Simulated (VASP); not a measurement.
Set up this calculation in VASP 6.6.1, as the native input.

```
Task                   : single point
Functional             : PBEsol
Dispersion             : D3(BJ)
Potentials or basis    : VASP PAW PBE potentials, release 64 (In_d, O)
Cutoff                 : 520 eV
k mesh                 : 12 × 12 × 4
Occupations            : gaussian, width 0.03 eV
Spin                   : no spin polarisation
Dipole correction      : no
Further INCAR settings : ALGO = Normal; EDIFF = 1e-06; NBANDS = 27
```

The structure of InO lies in POSCAR:

```
InO
1.0
    3.4536138013      0.0000000000      0.0000000000
   -1.7268069007      2.9909172868      0.0000000000
    0.0000000000      0.0000000000     15.8771000000
In O
2 2
Direct
    0.6666666667      0.3333333333      0.5900210000
    0.6666666667      0.3333333333      0.4099790000
    0.0000000000      0.0000000000      0.6398670000
    0.0000000000      0.0000000000      0.3601330000
```

These files were run (other wordings do the same):

INCAR

```
ALGO = Normal ; EDIFF = 1E-6
ENCUT = 520 ; GGA = PS
ISIF = 2 ; ISMEAR = 0
IVDW = 12 ; LASPH = T
LCHARG = T ; LELF = T
LREAL = F ; LVHAR = T
LWAVE = F ; NBANDS = 27
NELM = 60 ; PREC = Accurate
SIGMA = 0.03
```

KPOINTS

```
k-points
0
Gamma
  12 12 4
```

Potentials or basis: VASP PAW PBE potentials, release 64 (In_d, O).

Command:

```console
$ cat potpaw_PBE.64/In_d/POTCAR potpaw_PBE.64/O/POTCAR > POTCAR
$ mpirun -np 1 vasp_std > vasp.out
```

Results of the run:

```json
{"Largest force": "0.263 eV/Å", "Band gap on the k mesh": "0.32 eV, indirect (least direct gap 1.05 eV)", "Dispersion energy per atom": "-0.123 eV"}
```

Caveat: the PAW data sets were made with another functional, which shifts forces and pressure a little; spin-orbit coupling is left out, which moves the levels of the heavy elements.

It took 9.8 min on 1 thread of Intel Xeon 6975P-C, on a shared host, peak memory 0.44 GiB.
